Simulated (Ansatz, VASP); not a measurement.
One calculation of K2ZrO2, two programs

```xyz
5
Lattice="-1.9621 3.7666 5.4918 1.9621 -3.7666 5.4918 1.9621 3.7666 -5.4918" Properties=species:S:1:pos:R:3 pbc="T T T"
K     1.9621    0.0000    3.7465
K     0.0000    3.7666    1.7453
Zr    0.0000    0.0000    0.0000
O     0.0000    1.9372    0.0000
O     0.0000    5.5960    0.0000
```

Alike in both runs: functional PBE; k mesh 6 × 6 × 6; occupations gaussian, width 0.1 eV; no spin polarisation.

Ansatz relaxed the structure, and its values are those at the end. VASP's run is a single point on that final structure, the one shown.

|  | VASP | Ansatz |
| --- | --- | --- |
| version | VASP 6.6.1 | Ansatz 0.2.0 |
| potentials or method | VASP PAW PBE potentials, release 64 (K_sv, Zr_sv, O), cutoff 520 eV | scalar-relativistic, plane waves, PAW |
| valence electrons in the cell | 42 | 42 |

Ansatz gave:

* gap on the k mesh at the Fermi level (eV): none
* pressure (GPa): 0.0
* rms of the force components (eV/Å): 0.007

Problem. What did VASP give for the same quantities?

Solution. gap on the k mesh at the Fermi level (eV): none; pressure (GPa): 0.2; rms of the force components (eV/Å): 0.021.

A gap of «none» marks a metal or a gap that the smearing closes. The functional is the same, so the differences come from potentials, cutoffs and numerics.
